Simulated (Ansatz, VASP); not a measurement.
## Al in VASP and in Ansatz

INCAR

```
SYSTEM = Al
  PREC = Accurate
  ENCUT = 520
  EDIFF = 1E-6
  ISMEAR = 0
  SIGMA = 0.15
  LREAL = .False.
  LASPH = .True.
  NELM = 100
  ALGO = Fast
  ISIF = 2
  LWAVE = .False.
  LCHARG = .False.
  GGA = PE
  IVDW = 12
  NBANDS = 14
```

File KPOINTS:

```
regular mesh
0
Gamma
  18 18 4
  0 0 0
```

File POSCAR:

```
Al
1.0
    2.8144222650      0.0000000000      0.0000000000
   -1.4072111325      2.4373611785      0.0000000000
    0.0000000000      0.0000000000      9.2410470710
Al
4
Direct
    0.0000000000      0.0000000000      0.0000000000
    0.1897354115      0.3794708230      0.2348502016
    0.0000000000      0.0000000000      0.5000000000
    0.6666666667      0.3333333333      0.7500000000
```

Input for Ansatz:

```yaml
crystal:
  lattice:
    - [2.814422265, 0.0, 0.0]
    - [-1.4072111325, 2.4373611785, 0.0]
    - [0.0, 0.0, 9.241047071]
  atoms:
    - { symbol: Al, position: [0.0, 0.0, 0.0] }
    - { symbol: Al, position: [0.1897354115, 0.379470823, 0.2348502016] }
    - { symbol: Al, position: [0.0, 0.0, 0.5] }
    - { symbol: Al, position: [0.6666666667, 0.3333333333, 0.75] }
basis:
  ecutwfc: 420
kpoints:
  mp_grid: { grid: [18, 18, 4] }
hamiltonian:
  xc: pbe
  pseudopotentials: { kind: paw, azcp: { folder: soft_1 } }
  dispersion: d3bj
scf:
  occupations: { method: gaussian, width: 0.15 }
output:
  forces: true
  stress: true
  eigenvalues: true
  write_density: true
  write_potential: true
  elf: true
  volumetric_format: npy
```

Alike in both runs: task single point; functional PBE; dispersion D3(BJ); k mesh 18 × 18 × 4; occupations gaussian, width 0.15 eV; no spin polarisation.

|  | VASP | Ansatz |
| --- | --- | --- |
| version | VASP 6.6.1 | Ansatz 0.2.0 |
| potentials or method | VASP PAW PBE potentials, release 64 (Al), cutoff 520 eV | scalar-relativistic, plane waves, PAW |
| valence electrons in the cell | 12 | 12 |

```tsv
	VASP	Ansatz	Ansatz less VASP
gap on the k mesh at the Fermi level (eV)	none	none	-
pressure (GPa)	3.8	3.8	0.00
traceless stress, the component that is largest in VASP (GPa)	5.99	5.99	-0.005
rms of the force components (eV/Å)	0.788	0.788	-0.0002
```

Atom by atom the forces differ by 0.000 eV/Å (rms over components). A gap of «none» marks a metal or a gap that the smearing closes.
